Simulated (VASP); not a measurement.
# SnPb3S4 (Pm-3m) in VASP: notebook, part 2 of 2

VASP 6.6.1. The steps go on from the part before.

### Step 4. Single point, PBE

Contents of INCAR:

```
ALGO     = Normal         # electronic algorithm
EDIFF    = 1E-6           # SCF threshold, eV
ENCUT    = 520            # plane-wave cutoff, eV
GGA      = PE             # functional
ISIF     = 2              # what is computed and relaxed
ISMEAR   = 0              # smearing method
LASPH    = T              # aspherical terms in the spheres
LCHARG   = T              # write CHGCAR
LELF     = T              # ELF
LREAL    = F              # projectors in reciprocal space
LVHAR    = T            
LWAVE    = F              # write WAVECAR
NBANDS   = 50             # bands
NELM     = 100            # most SCF steps
PREC     = Accurate       # precision mode
SIGMA    = 0.1            # smearing width, eV
```

Contents of KPOINTS:

```
k-points
0
Gamma
  6 6 6
```

Contents of POSCAR:

```
SnPb3S4
1.0
    5.9732223000      0.0000000000      0.0000000000
    0.0000000000      5.9732223000      0.0000000000
    0.0000000000      0.0000000000      5.9732223000
Sn Pb S
1 3 4
Direct
    0.0000000000      0.0000000000      0.0000000000
    0.5000000000      0.5000000000      0.0000000000
    0.0000000000      0.5000000000      0.5000000000
    0.5000000000      0.0000000000      0.5000000000
    0.0000000000      0.0000000000      0.5000000000
    0.5000000000      0.0000000000      0.0000000000
    0.0000000000      0.5000000000      0.0000000000
    0.5000000000      0.5000000000      0.5000000000
```

Potentials or basis: VASP PAW PBE potentials, release 64 (Sn_d, Pb_d, S).

Run with:

```
$ cat potpaw_PBE.64/Sn_d/POTCAR potpaw_PBE.64/Pb_d/POTCAR potpaw_PBE.64/S/POTCAR > POTCAR
$ mpirun -np 1 vasp_std > vasp.out
```

OUTCAR:

```text
EDIFF = 1E-6
   ENCUT = 520
   GGA = PE
   ISIF = 2
   ISMEAR = 0
   LASPH = T
   LREAL = F
   NELM = 100
   PREC = Accurate

 ion  position               nearest neighbor table
   1  0.000  0.000  0.000-   5 2.99   6 2.99   7 2.99   5 2.99   7 2.99   6 2.99
   2  0.500  0.500  0.000-   6 2.99   7 2.99   8 2.99   8 2.99   6 2.99   7 2.99
   3  0.000  0.500  0.500-   5 2.99   7 2.99   8 2.99   7 2.99   5 2.99   8 2.99
   4  0.500  0.000  0.500-   5 2.99   6 2.99   8 2.99   6 2.99   8 2.99   5 2.99
   5  0.000  0.000  0.500-   1 2.99   3 2.99   4 2.99   1 2.99   3 2.99   4 2.99
   6  0.500  0.000  0.000-   1 2.99   2 2.99   4 2.99   4 2.99   2 2.99   1 2.99
   7  0.000  0.500  0.000-   1 2.99   2 2.99   3 2.99   3 2.99   1 2.99   2 2.99
   8  0.500  0.500  0.500-   2 2.99   3 2.99   4 2.99   2 2.99   4 2.99   3 2.99

  LATTYP: Found a simple cubic cell.
 ALAT       =     5.9732223000

  Lattice vectors:

 A1 = (   5.9732223000,   0.0000000000,   0.0000000000)
 A2 = (   0.0000000000,   5.9732223000,   0.0000000000)
 A3 = (   0.0000000000,   0.0000000000,   5.9732223000)

Analysis of symmetry for initial positions (statically):
[... 189 lines left out ...]
  band No.  band energies     occupation
      1     -15.9459      2.00000
      2     -15.9459      2.00000
      3     -15.9441      2.00000
      4     -15.9441      2.00000
      5     -15.9441      2.00000
      6     -11.4081      2.00000
[... 1049 lines left out ...]
     49       7.5232      0.00000
     50       7.5288      0.00000

------------------------ aborting loop because EDIFF is reached ----------------------------------------

  FORCE on cell =-STRESS in cart. coord.  units (eV):
  Direction    XX          YY          ZZ          XY          YZ          ZX
  --------------------------------------------------------------------------------------
  -------------------------------------------------------------------------------------
  Total       -0.1071519     -0.1071519     -0.1071519      0.0000000      0.0000000      0.0000000
  in kB       -0.8055353     -0.8055353     -0.8055353      0.0000000      0.0000000      0.0000000
  external PRESSURE =      -0.8055353 kB  Pullay stress =       0.0000000 kB

 VOLUME and BASIS-vectors are now :
 -----------------------------------------------------------------------------
  energy-cutoff  :      520.00
  volume of cell :      213.12
      direct lattice vectors                 reciprocal lattice vectors
     5.973222300  0.000000000  0.000000000     0.167413826  0.000000000  0.000000000
     0.000000000  5.973222300  0.000000000     0.000000000  0.167413826  0.000000000
     0.000000000  0.000000000  5.973222300     0.000000000  0.000000000  0.167413826

 POSITION                                       TOTAL-FORCE (eV/Angst)
 -----------------------------------------------------------------------------------
      0.00000      0.00000      0.00000         0.000000      0.000000      0.000000
      2.98661      2.98661      0.00000         0.000000      0.000000      0.000000
      0.00000      2.98661      2.98661         0.000000      0.000000      0.000000
      2.98661      0.00000      2.98661         0.000000      0.000000      0.000000
      0.00000      0.00000      2.98661         0.000000      0.000000      0.000000
      2.98661      0.00000      0.00000         0.000000      0.000000      0.000000
      0.00000      2.98661      0.00000         0.000000      0.000000      0.000000
      2.98661      2.98661      2.98661         0.000000      0.000000      0.000000
 -----------------------------------------------------------------------------------
    total drift:                                0.000000      0.000000     -0.000000

  FREE ENERGIE OF THE ION-ELECTRON SYSTEM (eV)
  ---------------------------------------------------
  free  energy   TOTEN  =       -35.0488896392 eV

  energy  without entropy=      -35.0480998502  energy(sigma->0) =      -35.04849474
```

stdout:

```text
POSCAR found type information on POSCAR SnPbS
 POSCAR found :  3 types and       8 ions
 scaLAPACK will be used
 LDA part: xc-table for (Slater+PW92), standard interpolation
 POSCAR, INCAR and KPOINTS ok, starting setup
 FFT: planning ... GRIDC
 FFT: planning ... GRID_SOFT
 FFT: planning ... GRID
 WAVECAR not read
 entering main loop
```

It took 98 s on 1 thread of Intel Xeon 6975P-C (Granite Rapids), shared host; peak memory 0.43 GiB.

What came out:

```yaml
Free_energy: -35.0489 eV
Pressure: -0.1 GPa
Band_gap_on_the_k_mesh: zero (filled and empty bands touch)
```

Caveat: semilocal functionals underestimate gaps, so a narrow gap can read as zero; spin-orbit coupling is left out, which moves the levels of the heavy elements.

### Step 5. Overview

```tsv
k mesh	smearing	gap on the mesh (eV)	pressure (GPa)
4 × 4 × 4	gaussian 0.1 eV	none	0.0
4 × 4 × 4	gaussian 0.2 eV	none	0.0
6 × 6 × 6	gaussian 0.1 eV	none	-0.1
```

Alike in all rows: task single point; level PBE; potentials or basis VASP PAW PBE potentials, release 64 (Sn_d, Pb_d, S); no spin polarisation; cell as given; cutoff (eV) 520.

Caveats: semilocal functionals underestimate gaps, so a narrow gap can read as zero; spin-orbit coupling is left out, which moves the levels of the heavy elements.

Total energies depend on the potentials used, so only differences within one code and one set of settings carry meaning.
